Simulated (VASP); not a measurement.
# CaSe in VASP: settings compared, part 2 of 2

VASP 6.6.1. Earlier steps stand in the parts before.

### Step 3. Single point, r2SCAN (strain +4.6%)

POSCAR

```
CaSe
1.0
    0.0000000000      3.1046352338      3.1046352338
    3.1046352338      0.0000000000      3.1046352338
    3.1046352338      3.1046352338      0.0000000000
Ca Se
1 1
Direct
    0.0000000000      0.0000000000      0.0000000000
    0.5000000000      0.5000000000      0.5000000000
```

INCAR.step1

```
SYSTEM = CaSe
ALGO     = Normal         ! electronic algorithm
EDIFF    = 1E-4           ! SCF threshold, eV
ENCUT    = 520            ! plane-wave cutoff, eV
GGA      = PE             ! functional
ISMEAR   = 0              ! smearing method
LASPH    = .TRUE.         ! aspherical terms in the spheres
LCHARG   = .FALSE.        ! write CHGCAR
LREAL    = .FALSE.        ! projectors in reciprocal space
LWAVE    = .TRUE.         ! write WAVECAR
NBANDS   = 15             ! bands
NELM     = 80             ! most SCF steps
PREC     = Accurate       ! precision mode
SIGMA    = 0.01           ! smearing width, eV
```

INCAR.step2

```
SYSTEM = CaSe
ALGO     = Normal         ! electronic algorithm
EDIFF    = 1E-6           ! SCF threshold, eV
ENCUT    = 520            ! plane-wave cutoff, eV
ISIF     = 2              ! what is computed and relaxed
ISMEAR   = 0              ! smearing method
ISTART   = 1            
LASPH    = .TRUE.         ! aspherical terms in the spheres
LCHARG   = .TRUE.         ! write CHGCAR
LELF     = .TRUE.         ! ELF
LMIXTAU  = .TRUE.       
LREAL    = .FALSE.        ! projectors in reciprocal space
LVHAR    = .TRUE.       
LWAVE    = .FALSE.        ! write WAVECAR
METAGGA  = R2SCAN         ! meta-GGA
NBANDS   = 15             ! bands
NELM     = 80             ! most SCF steps
PREC     = Accurate       ! precision mode
SIGMA    = 0.01           ! smearing width, eV
```

KPOINTS

```
k-points
0
G
  8 8 8
  0 0 0
```

Potentials or basis: VASP PAW PBE potentials, release 64 (Ca_sv, Se).

Command:

```bash
cat potpaw_PBE.64/Ca_sv/POTCAR potpaw_PBE.64/Se/POTCAR > POTCAR
cp INCAR.step1 INCAR
mpirun -np 1 vasp_std > vasp.out
cp INCAR.step2 INCAR
mpirun -np 1 vasp_std > vasp.out
```

Run time: 1.7 min. Hardware: 1 thread of Intel Xeon 6975P-C, shared host; peak memory 0.23 GiB.

It converged, with:

```
Free energy            : -25.8477 eV
Pressure               : -5.2 GPa
Band gap on the k mesh : 2.77 eV, indirect (least direct gap 3.35 eV)
```

Levels at points of the mesh, in eV from the valence-band top:
| k point | band 4 | band 5 | band 6 | band 7 | band 8 | band 9 | band 10 | band 11 | band 12 | band 13 |
| --- | --- | --- | --- | --- | --- | --- | --- | --- | --- | --- |
| (0.00, 0.00, 0.00) | -21.88 | -11.73 | 0.00 | 0.00 | 0.00 | 3.35 | 4.22 | 4.22 | 4.22 | 4.69 |
| (0.50, 0.00, 0.00) | -21.88 | -11.25 | -2.76 | -0.91 | -0.91 | 4.84 | 5.65 | 5.71 | 5.71 | 7.30 |
| (0.50, 0.50, 0.00) | -21.89 | -11.29 | -2.18 | -0.81 | -0.81 | 2.77 | 5.16 | 5.33 | 6.05 | 6.14 |

Caveat: the cell differs from its parent crystal (strain +4.6%); the PAW data sets were made with another functional, which shifts forces and pressure a little. A k mesh can miss the band edges.

### Step 4. Single point, PBE (uniaxial x strain +5.8%)

INCAR

```
PREC     = Accurate       # precision mode
ENCUT    = 520            # plane-wave cutoff, eV
EDIFF    = 1E-6           # SCF threshold, eV
ISMEAR   = -1             # smearing method
SIGMA    = 0.02           # smearing width, eV
LREAL    = False          # projectors in reciprocal space
LASPH    = True           # aspherical terms in the spheres
NELM     = 100            # most SCF steps
ALGO     = Normal         # electronic algorithm
ISIF     = 2              # what is computed and relaxed
LWAVE    = False          # write WAVECAR
LCHARG   = True           # write CHGCAR
GGA      = PE             # functional
LELF     = True           # ELF
LVHAR    = True         
NBANDS   = 15             # bands
```

KPOINTS

```
Automatic mesh
0
Gamma
  8 8 8
```

POSCAR

```
CaSe
1.0
    0.0000000000      2.9675351117      2.9675351117
    3.1396521481      0.0000000000      2.9675351117
    3.1396521481      2.9675351117      0.0000000000
Ca Se
1 1
Direct
    0.0000000000      0.0000000000      0.0000000000
    0.5000000000      0.5000000000      0.5000000000
```

Command:

```bash
cat potpaw_PBE.64/Ca_sv/POTCAR potpaw_PBE.64/Se/POTCAR > POTCAR
mpirun -np 1 vasp_std > vasp.out
```

It took 28 s on 1 thread of Intel Xeon 6975P-C, shared host; peak memory 0.2 GiB.

Results (log left out):

```yaml
Free_energy: -9.4499 eV
Pressure: -1.5 GPa
Band_gap_on_the_k_mesh: 2.17 eV, indirect (least direct gap 2.91 eV)
```

Stress tensor (GPa, compression positive):
```
-3.82  0.00  0.00
 0.00 -0.34  0.00
 0.00  0.00 -0.34
```

Levels at points of the mesh, in eV from the valence-band top:
```tsv
k point	band 6	band 7	band 8	band 9	band 10	band 11
(0.00, 0.00, 0.00)	0.00	0.00	0.00	2.91	3.50	3.84
(0.50, 0.00, 0.00)	-3.05	-1.08	-1.07	4.39	5.30	5.30
(0.50, 0.50, 0.00)	-2.30	-1.00	-0.85	2.17	4.65	5.06
(0.00, 0.50, 0.50)	-2.43	-0.75	-0.75	2.18	4.84	4.86
```

Caveat: the cell differs from its parent crystal (uniaxial x strain +5.8%). A k mesh can miss the band edges.

### Step 5. Single point, r2SCAN (uniaxial x strain +5.8%)

POSCAR is that of step 4.

INCAR.step1

```
ALGO     = Normal         # electronic algorithm
EDIFF    = 1E-4           # SCF threshold, eV
ENCUT    = 520            # plane-wave cutoff, eV
GGA      = PE             # functional
ISMEAR   = 0              # smearing method
LASPH    = T              # aspherical terms in the spheres
LCHARG   = F              # write CHGCAR
LREAL    = F              # projectors in reciprocal space
LWAVE    = T              # write WAVECAR
NBANDS   = 15             # bands
NELM     = 60             # most SCF steps
PREC     = Accurate       # precision mode
SIGMA    = 0.01           # smearing width, eV
```

INCAR.step2

```
ALGO     = Normal         # electronic algorithm
EDIFF    = 1E-7           # SCF threshold, eV
ENCUT    = 520            # plane-wave cutoff, eV
ISIF     = 2              # what is computed and relaxed
ISMEAR   = 0              # smearing method
ISTART   = 1            
LASPH    = T              # aspherical terms in the spheres
LCHARG   = F              # write CHGCAR
LMIXTAU  = T            
LREAL    = F              # projectors in reciprocal space
LWAVE    = F              # write WAVECAR
METAGGA  = R2SCAN         # meta-GGA
NBANDS   = 15             # bands
NELM     = 60             # most SCF steps
PREC     = Accurate       # precision mode
SIGMA    = 0.01           # smearing width, eV
```

KPOINTS

```
k-points
0
Gamma
  8 8 8
```

Potentials or basis: VASP PAW PBE potentials, release 64 (Ca_sv, Se).

Command:

```bash
cat potpaw_PBE.64/Ca_sv/POTCAR potpaw_PBE.64/Se/POTCAR > POTCAR
cp INCAR.step1 INCAR
mpirun -np 1 vasp_std > vasp.out
cp INCAR.step2 INCAR
mpirun -np 1 vasp_std > vasp.out
```

OUTCAR:

```text
EDIFF = 1E-7
   ENCUT = 520
   ISIF = 2
   ISMEAR = 0
   ISTART = 1
   LASPH = T
   LREAL = F
   METAGGA = R2SCAN
   NELM = 60
   PREC = Accurate

 ion  position               nearest neighbor table
   1  0.000  0.000  0.000-   2 2.97   2 2.97   2 2.97   2 2.97
   2  0.500  0.500  0.500-   1 2.97   1 2.97   1 2.97   1 2.97

  LATTYP: Found a body centered tetragonal cell.
 ALAT       =     4.1967284018
 C/A-ratio  =     1.4962379490

  Lattice vectors:

 A1 = (   3.1396521481,   0.0000000000,   2.9675351117)
 A2 = (   3.1396521481,   0.0000000000,  -2.9675351117)
[... 609 lines left out ...]
     11       7.0587      0.00000
     12       7.3406      0.00000
     13       8.6691      0.00000
     14       9.0161      0.00000
     15      11.1534      0.00000

 [... further k-points ...]
[... 5 lines left out ...]
  --------------------------------------------------------------------------------------
  -------------------------------------------------------------------------------------
  Total       -1.5882022     -0.2878385     -0.2878385      0.0000000      0.0000000      0.0000000
  in kB      -46.0164505     -8.3398102     -8.3398102      0.0000000      0.0000000      0.0000000
  external PRESSURE =     -20.8986903 kB  Pullay stress =       0.0000000 kB

 VOLUME and BASIS-vectors are now :
 -----------------------------------------------------------------------------
  energy-cutoff  :      520.00
  volume of cell :       55.30
      direct lattice vectors                 reciprocal lattice vectors
     0.000000000  2.967535112  2.967535112    -0.159253311  0.168490003  0.168490003
     3.139652148  0.000000000  2.967535112     0.159253311 -0.168490003  0.168490003
     3.139652148  2.967535112  0.000000000     0.159253311  0.168490003 -0.168490003

 POSITION                                       TOTAL-FORCE (eV/Angst)
 -----------------------------------------------------------------------------------
      0.00000      0.00000      0.00000        -0.000000      0.000000      0.000000
      3.13965      2.96754      2.96754         0.000000     -0.000000     -0.000000
 -----------------------------------------------------------------------------------
    total drift:                                0.000000     -0.000000     -0.000000

  FREE ENERGIE OF THE ION-ELECTRON SYSTEM (eV)
  ---------------------------------------------------
  free  energy   TOTEN  =       -25.9326575018 eV

  energy  without entropy=      -25.9326575018  energy(sigma->0) =      -25.93265750
```

OSZICAR.step1:

```text
N       E                     dE             d eps       ncg     rms          rms(c)
DAV:   1     0.108422865972E+03    0.10842E+03   -0.74155E+03  1770   0.977E+02
DAV:   2    -0.477260891949E+01   -0.11320E+03   -0.10775E+03  2176   0.241E+02
DAV:   3    -0.938567907549E+01   -0.46131E+01   -0.45657E+01  2473   0.466E+01
DAV:   4    -0.960967187595E+01   -0.22399E+00   -0.22386E+00  2449   0.846E+00
DAV:   5    -0.961120573219E+01   -0.15339E-02   -0.15338E-02  2355   0.774E-01    0.428E+00
DAV:   6    -0.945231277738E+01    0.15889E+00   -0.22061E-01  2071   0.241E+00    0.252E+00
DAV:   7    -0.944503968797E+01    0.72731E-02   -0.10705E-01  2333   0.200E+00    0.848E-01
DAV:   8    -0.944963540937E+01   -0.45957E-02   -0.13349E-02  1826   0.874E-01    0.122E-01
DAV:   9    -0.944972805793E+01   -0.92649E-04   -0.72070E-04  2348   0.255E-01
   1 F= -.94497281E+01 E0= -.94497281E+01  d E =-.455257E-16
```

Run time: 2 min. Hardware: 1 thread of Intel Xeon 6975P-C, shared host; peak memory 0.22 GiB.

Results:

```yaml
Free_energy: -25.9327 eV
Pressure: -2.1 GPa
Band_gap_on_the_k_mesh: 2.63 eV, indirect (least direct gap 3.42 eV)
```

Caveat: the cell differs from its parent crystal (uniaxial x strain +5.8%); the PAW data sets were made with another functional, which shifts forces and pressure a little. A k mesh can miss the band edges.

### Step 6. Overview

```tsv
level	cell	smearing	gap on the mesh (eV)	pressure (GPa)
PBE	a = 4.391 Å, angles 60.0°, 2 atoms	fermi-dirac 0.02 eV	2.30	-4.5
r2SCAN	a = 4.391 Å, angles 60.0°, 2 atoms	gaussian 0.01 eV	2.77	-5.2
PBE	a = 4.197, b = 4.320, c = 4.320 Å, angles 58.1, 60.9, 60.9°, 2 atoms	fermi-dirac 0.02 eV	2.17	-1.5
r2SCAN	a = 4.197, b = 4.320, c = 4.320 Å, angles 58.1, 60.9, 60.9°, 2 atoms	gaussian 0.01 eV	2.63	-2.1
```

Alike in all rows: task single point; potentials or basis VASP PAW PBE potentials, release 64 (Ca_sv, Se); no spin polarisation; k mesh 8 × 8 × 8; cutoff (eV) 520.

Caveats: the PAW data sets were made with another functional, which shifts forces and pressure a little (some runs).

Absolute energies hang on the potentials; compare differences alone.
